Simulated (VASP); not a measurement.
Ga2GeTeSe:

```
Ga Ge Te Se
1.0
     4.02615    0.00000    0.00000
     0.00000    4.02615    0.00000
     0.00000    0.00000    8.24736
Ga Ge Te Se
2 1 1 1
Direct
  0.50000 0.50000 0.61018
  0.50000 0.50000 0.17051
  0.50000 0.50000 0.39928
  0.00000 0.00000 0.28305
  0.00000 0.00000 0.68817
```

| Quantity | Value |
| --- | --- |
| Program | VASP 6.6.1 |
| Task | relaxation of cell and atoms |
| Functional | PBE |
| Potentials or basis | VASP PAW PBE potentials, release 64 (Ga_d, Ge_d, Te, Se) |
| Cutoff | 600 eV |
| k mesh | 4 × 4 × 2 |
| Occupations | gaussian, width 0.1 eV |
| Spin | no spin polarisation |

At the start: pressure 26.4 GPa; volume 26.74 Å³/atom.

Where does the relaxation end?

Over 74 steps the energy falls by 1886.9 meV/atom and the volume is 25.02 Å³/atom (-6.4 %); space group P4mm (No. 99, to 0.05 Å).

The path:
```
step  energy change (eV)  largest force (eV/Å)  pressure (GPa)  volume (Å³)
   1              0.0000               24.0579           26.36       133.69
   3             -7.5774                0.6977           -3.31       213.65
   5             -8.4020                0.9744           -2.03       171.97
   7             -8.4054                1.1190           -1.94       170.35
   9             -8.6591                0.9025            0.99       154.44
  11             -8.7316                0.6628           -0.04       156.65
  13             -8.6774                0.7430           -3.76       163.84
  15             -8.8749                0.2776           -2.08       157.87
  17             -8.9467                0.4373           -1.41       149.53
  19             -9.0222                0.2758            0.61       139.42
  21             -9.0563                0.1836           -0.20       140.08
  23             -9.0719                0.2155            0.06       138.14
  25             -9.0730                0.2412            0.21       137.44
  27             -9.0898                0.2180           -0.57       138.24
  29             -9.0946                0.2444           -0.75       138.03
  31             -9.1167                0.3092           -0.31       134.06
  33             -9.1181                0.3333           -0.04       132.85
  35             -9.1430                0.3677            0.12       130.43
  37             -9.2711                1.1129            1.96       119.38
  39             -9.2706                1.1543            2.13       118.96
  41             -9.2785                1.1632            2.12       118.55
  43             -9.2911                1.1318            2.15       118.12
  45             -9.3443                0.8033            1.36       119.83
  47             -9.3844                0.1689           -1.02       126.85
  49             -9.3960                0.2128           -0.39       124.16
  51             -9.3984                0.1981           -0.34       124.07
  53             -9.4095                0.1684            0.31       122.18
  55             -9.4151                0.0940           -0.01       122.99
  57             -9.4164                0.0865           -0.02       123.14
  59             -9.4185                0.1248            0.16       123.12
  61             -9.4223                0.1424            0.08       124.00
  63             -9.4095                0.2956           -0.92       127.95
  65             -9.4281                0.2300           -0.21       125.64
  67             -9.4281                0.1011           -0.34       126.25
  69             -9.4320                0.1232           -0.11       125.56
  71             -9.4332                0.0724            0.25       124.81
  73             -9.4340                0.0508            0.03       124.99
  74             -9.4345                0.0387            0.00       125.10
```

Final structure:
```
Ga Ge Te Se
1.0
     3.92549    0.00000    0.00000
     0.00000    3.92549    0.00000
     0.00000    0.00000    8.11847
Ga Ge Te Se
2 1 1 1
Direct
  0.50000 0.50000 0.70215
  0.50000 0.50000 0.03058
  0.50000 0.50000 0.37521
  0.00000 0.00000 0.27703
  0.00000 0.00000 0.76622
```

Caveat: the k points lie up to 0.40 Å⁻¹ apart in the final cell.
